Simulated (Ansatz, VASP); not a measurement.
Given: the input of a run of VASP 6.6.1 on NiO.

INCAR

```
SYSTEM = NiO
PREC = Accurate ; ENCUT = 520
EDIFF = 1E-6 ; ISMEAR = -1
SIGMA = 0.05 ; LREAL = .False.
LASPH = .True. ; NELM = 150
ALGO = Normal ; ISIF = 2
LWAVE = .False. ; LCHARG = .False.
ISPIN = 2 ; MAGMOM = 2 0
LORBIT = 11 ; LMAXMIX = 4
GGA = PE ; NBANDS = 19
```

KPOINTS

```
Automatic mesh
0
Gamma
  11 11 11
  0 0 0
```

File POSCAR:

```
NiO
1.0
    0.0000000000      2.0772734528      2.0772734528
    2.0772734528      0.0000000000      2.0772734528
    2.0772734528      2.0772734528      0.0000000000
Ni O
1 1
Direct
    0.0000000000      0.0000000000      0.0000000000
    0.5000000000      0.5000000000      0.5000000000
```

Potentials or basis: VASP PAW PBE potentials, release 64 (Ni, O).

The run is started by

```sh
$ cat potpaw_PBE.64/Ni/POTCAR potpaw_PBE.64/O/POTCAR > POTCAR
$ mpirun -np 1 vasp_std > vasp.out
```

Problem. Set up the same calculation for Ansatz 0.2.0. Potentials there: all-electron LAPW, scalar-relativistic.

Solution. As run (the cutoff follows the program's own potentials):

Contents of input.yaml:

```yaml
crystal:
  lattice:
    - [0.0, 2.0772734528, 2.0772734528]
    - [2.0772734528, 0.0, 2.0772734528]
    - [2.0772734528, 2.0772734528, 0.0]
  atoms:
    - { symbol: Ni, position: [0.0, 0.0, 0.0], spin: 2.0 }
    - { symbol: O, position: [0.5, 0.5, 0.5] }
kpoints:
  mp_grid: { grid: [11, 11, 11] }
scf:
  occupations: { method: fermi_dirac, width: 0.05 }
hamiltonian:
  xc: pbe
  pseudopotentials: { kind: all_electron, lapw: { basis_error: 0.0005 } }
magnetization:
  spin_polarized: true
output:
  forces: true
  stress: true
  eigenvalues: true
```

Potentials or basis: all-electron LAPW, scalar-relativistic.

Launch:

```sh
$ ansatz run input.yaml --threads 2 --pin off --max-ram 6144MiB --backend cpu --events-out ev --progress --plain --runs-dir out
```

Both were run:

|  | VASP | Ansatz | Ansatz less VASP |
| --- | --- | --- | --- |
| gap on the k mesh at the Fermi level (eV) | none | none | - |
| pressure (GPa) | 7.5 | 8.7 | +1.19 |
| net moment per atom (μB) | 0.81 | 0.87 | +0.061 |
| size of the moment on the site where the two differ most (μB) | 1.34 | 1.45 | +0.109 |

Site moments also hang on the region over which each program counts them. A gap of «none» marks a metal or a gap that the smearing closes. Ansatz ran all-electron here, and VASP with PAW potentials.
